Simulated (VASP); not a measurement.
Wanted: the native input for a VASP 6.6.1 run.

```
Task                   : single point
Functional             : PBEsol
Dispersion             : D3(BJ)
Potentials or basis    : VASP PAW PBE potentials, release 64 (Bi_d, Se)
Cutoff                 : 520 eV
k mesh                 : 6 × 6 × 6
Occupations            : fermi-dirac, width 0.05 eV
Spin                   : no spin polarisation
Dipole correction      : no
Further INCAR settings : ALGO = Normal; EDIFF = 1e-06; NBANDS = 32
```

The structure of Bi2Se3 lies in POSCAR:

```
Bi2Se3
1.0
    2.0715000000      1.1959810800      9.5453333300
   -2.0715000000      1.1959810800      9.5453333300
    0.0000000000     -2.3919621700      9.5453333300
Bi Se
2 3
Direct
    0.4008000000      0.4008000000      0.4008000000
    0.5992000000      0.5992000000      0.5992000000
    0.0000000000      0.0000000000      0.0000000000
    0.2117000000      0.2117000000      0.2117000000
    0.7883000000      0.7883000000      0.7883000000
```

The input as run:

INCAR

```
SYSTEM = Bi2Se3
ALGO     = Normal         ! electronic algorithm
EDIFF    = 1E-6           ! SCF threshold, eV
ENCUT    = 520            ! plane-wave cutoff, eV
GGA      = PS             ! functional
ISIF     = 2              ! what is computed and relaxed
ISMEAR   = -1             ! smearing method
IVDW     = 12             ! dispersion correction
LASPH    = .True.         ! aspherical terms in the spheres
LCHARG   = .True.         ! write CHGCAR
LELF     = .True.         ! ELF
LREAL    = .False.        ! projectors in reciprocal space
LVHAR    = .True.       
LWAVE    = .False.        ! write WAVECAR
NBANDS   = 32             ! bands
NELM     = 60             ! most SCF steps
PREC     = Accurate       ! precision mode
SIGMA    = 0.05           ! smearing width, eV
```

KPOINTS

```
k-points
0
Gamma
  6 6 6
  0 0 0
```

Potentials or basis: VASP PAW PBE potentials, release 64 (Bi_d, Se).

Run with:

```console
$ cat potpaw_PBE.64/Bi_d/POTCAR potpaw_PBE.64/Se/POTCAR > POTCAR
$ mpirun -np 1 vasp_std > vasp.out
```

It gave:

```yaml
Pressure: -2.4 GPa
Largest_force: 0.189 eV/Å
Band_gap_on_the_k_mesh: 0.14 eV
Dispersion_energy_per_atom: -0.376 eV
```

Caveat: three body term missing; the PAW data sets were made with another functional, which shifts forces and pressure a little; spin-orbit coupling is left out, which moves the levels of the heavy elements.

It took 8.7 min on 1 thread of Intel(R) Xeon(R) 6975P-C (Granite Rapids), with other jobs on the host, peak memory 0.94 GiB.
